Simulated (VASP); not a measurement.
SiC (Moissanite):

```
Si C
1.0
     3.03443    0.00000    0.00000
    -1.51721    2.62789    0.00000
     0.00000    0.00000    4.97978
Si C
2 2
Direct
  0.66667 0.33333 0.50000
  0.33333 0.66667 0.00000
  0.66667 0.33333 0.88500
  0.33333 0.66667 0.38500
```

Base run:

```yaml
Program: VASP 6.6.1
Functional: revPBE
Potentials_or_basis: VASP PAW PBE potentials, release 64 (Si, C)
Cutoff: 520 eV
k_mesh: 10 × 10 × 5
Occupations: fermi-dirac, width 0.05 eV
Spin: no spin polarisation
```

Its results: band gap on the k mesh 2.43 eV, indirect (least direct gap 4.18 eV); pressure 15.9 GPa; largest force 0.823 eV/Å.

Problem. The run is repeated on the same cell with these changes: dispersion from none to D3(BJ). What comes out?

Solution. Band gap on the k mesh 2.43 eV, indirect (least direct gap 4.18 eV); pressure 5.7 GPa; largest force 0.827 eV/Å.

Dispersion adds attraction, which lowers the pressure at fixed volume and, as a term added to the energy, leaves the levels alone.

Caveats: the PAW data sets were made with another functional, which shifts forces and pressure a little.

A k mesh can miss the band edges.
